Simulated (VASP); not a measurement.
Wanted: the native input for a VASP 6.6.1 run.

| Quantity | Value |
| --- | --- |
| Task | relaxation of the atoms |
| Functional | PBE |
| Potentials or basis | VASP PAW PBE potentials, release 64 (Al, N) |
| Cutoff | 520 eV |
| k mesh | 9 × 9 × 6 |
| Occupations | gaussian, width 0.05 eV |
| Spin | no spin polarisation |
| Dipole correction | no |
| Further INCAR settings | ALGO = Normal; EDIFF = 1e-07; IBRION = 2; EDIFFG = -0.01; NSW = 50 |

The structure of AlN lies in POSCAR:

```
AlN
1.0
    3.1298889828      0.0000000000      0.0000000000
   -1.5649444914      2.7105633702      0.0000000000
    0.0000000000      0.0000000000      5.2176345479
Al N
2 2
Direct
    0.3333333333      0.6666666667      0.0017290859
    0.6666666667      0.3333333333      0.5017290859
    0.3333333333      0.6666666667      0.3832709141
    0.6666666667      0.3333333333      0.8832709141
```

This cell differs from its parent crystal: engineering shear strain xz +0.0000, normal strain along z +0.0400.

These files were run (other wordings do the same):

INCAR

```
SYSTEM = AlN
PREC = Accurate ; ENCUT = 520
EDIFF = 1E-7 ; ISMEAR = 0
SIGMA = 0.05 ; LREAL = .False.
LASPH = .True. ; NELM = 80
ALGO = Normal ; ISIF = 2
LWAVE = .False. ; LCHARG = .False.
GGA = PE ; IBRION = 2
NSW = 50 ; EDIFFG = -0.01
```

KPOINTS

```
Automatic mesh
0
Gamma
  9 9 6
  0 0 0
```

Potentials or basis: VASP PAW PBE potentials, release 64 (Al, N).

Command:

```sh
$ cat potpaw_PBE.64/Al/POTCAR potpaw_PBE.64/N/POTCAR > POTCAR
$ mpirun -np 1 vasp_std > vasp.out
```

It gave:

```
Energy gained by relaxing : 2.1 meV/atom
Ionic steps               : 3
Pressure after relaxing   : -6.9 GPa
Band gap on the k mesh    : 3.74 eV, direct
```

Caveat: the cell differs from its parent crystal (engineering shear strain xz +0.0000, normal strain along z +0.0400).

Wall time 37 s on 1 thread of Intel Xeon 6975P-C, with other jobs on the host, peak memory 0.16 GiB.
